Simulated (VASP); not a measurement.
A run of VASP 6.6.1:

File INCAR:

```
ALGO = Normal
EDIFF = 1E-6
ENCUT = 520
GGA = CA
ISIF = 2
ISMEAR = 0
LASPH = True
LCHARG = True
LELF = True
LREAL = False
LVHAR = True
LWAVE = False
NBANDS = 26
NELM = 100
PREC = Accurate
SIGMA = 0.05
```

File KPOINTS:

```
k-points
0
Gamma
  12 12 4
```

Contents of POSCAR:

```
C
1.0
    2.4896249417      0.0000000000      0.0000000000
   -1.2448124708      2.1560784454      0.0000000000
    0.0000000000      0.0000000000      8.2142660865
C
8
Direct
   -0.0264368860     -0.0528737719      0.0929365318
    0.0264368860      0.0528737719      0.5929365318
    0.0264368860      0.0528737719      0.4070634682
   -0.0264368860     -0.0528737719      0.9070634682
    0.3114295426      0.6228590851      0.1555443640
    0.6885704574      0.3771409149      0.6555443640
    0.3552371241      0.7104742482      0.3444556360
    0.6447628759      0.2895257518      0.8444556360
```

Potentials or basis: VASP PAW LDA potentials, release 64 (C).

Command:

```console
$ cat potpaw_LDA.64/C/POTCAR > POTCAR
$ mpirun -np 1 vasp_std > vasp.out
```

Hardware: 1 thread of Intel(R) Xeon(R) Platinum 8259CL CPU @ 2.50GHz (Skylake/Cascade Lake), on a shared host.

**Question.** How long does it take, and how much memory?

**Answer.** It took 2.2 min on 1 thread of Intel(R) Xeon(R) Platinum 8259CL CPU @ 2.50GHz (Skylake/Cascade Lake), with other jobs on the host, peak memory 0.21 GiB. Counts: scf iterations 11, k points 129.
